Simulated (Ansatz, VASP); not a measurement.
# Two plane-wave programs on SiO2

```xyz
12
Lattice="5.0563 0.0000 0.0000 0.0000 5.0563 0.0000 0.0000 0.0000 7.0245" Properties=species:S:1:pos:R:3 pbc="T T T"
Si    1.0396    1.0396    0.0000
Si    1.4885    3.5678    5.2684
Si    3.5678    1.4885    1.7561
Si    4.0167    4.0167    3.5123
O     2.9985    3.7476    4.7330
O     2.0578    1.3087    1.2208
O     3.7476    2.9985    2.2915
O     1.2194    4.5859    6.4892
O     1.3087    2.0578    5.8037
O     0.4704    3.8369    4.0476
O     4.5859    1.2194    0.5353
O     3.8369    0.4704    2.9769
```

Alike in both runs: task single point; functional r2SCAN; k mesh 6 × 6 × 4; occupations gaussian, width 0.02 eV; no spin polarisation.

|  | VASP | Ansatz |
| --- | --- | --- |
| version | VASP 6.6.1 | Ansatz 0.2.0 |
| potentials or method | VASP PAW PBE potentials, release 64 (Si, O), cutoff 520 eV | scalar-relativistic, plane waves, PAW |
| valence electrons in the cell | 64 | 64 |

Ansatz gave:

| Item | Value |
| --- | --- |
| gap on the k mesh at the Fermi level (eV) | 6.25 |
| least direct gap on the mesh (eV) | 6.25 |
| pressure (GPa) | -0.6 |
| traceless stress, the component that is largest in VASP (GPa) | 0.23 |
| rms of the force components (eV/Å) | 0.001 |

Q: What did VASP give for the same quantities?

A: gap on the k mesh at the Fermi level (eV): 6.25; least direct gap on the mesh (eV): 6.25; pressure (GPa): -0.5; traceless stress, the component that is largest in VASP (GPa): 0.20; rms of the force components (eV/Å): 0.009.

VASP's potentials were made for PBE, not for r2SCAN. Atom by atom the forces differ by 0.008 eV/Å (rms over components).
